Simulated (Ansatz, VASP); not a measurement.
# Two plane-wave programs on Fe

```
CELL_PARAMETERS angstrom
0.00000 3.58300 3.58300
1.79150 0.00000 1.79150
1.79150 1.79150 0.00000
ATOMIC_POSITIONS crystal
Fe 0.00000 0.00000 0.00000
Fe 0.50000 0.00000 0.00000
```

Alike in both runs: task single point; functional PBEsol; k mesh 6 × 12 × 12; occupations fermi-dirac, width 0.1 eV; collinear spin.

|  | VASP | Ansatz |
| --- | --- | --- |
| version | VASP 6.6.1 | Ansatz 0.2.0 |
| potentials or method | VASP PAW PBE potentials, release 64 (Fe), cutoff 520 eV | PAW, plane waves, scalar-relativistic |
| valence electrons in the cell | 16 | 32 |

VASP gave:

```
pressure (GPa)                                                : -25.6
traceless stress, the component that is largest in VASP (GPa) : -0.22
net moment per atom (μB)                                      : 0.90
size of the moment on the site where the two differ most (μB) : 1.75
```

What did Ansatz give for the same quantities?

Pressure (GPa): -26.2; traceless stress, the component that is largest in VASP (GPa): -0.25; net moment per atom (μB): 0.88; size of the moment on the site where the two differ most (μB): 1.70.

VASP's potentials were made for PBE, not for PBEsol. Site moments also hang on the region over which each program counts them. VASP's potentials hold 16 valence electrons a cell and Ansatz's 32, so a difference there can come from the potentials and not from the codes. Ansatz's warnings: negative dielectric reading.
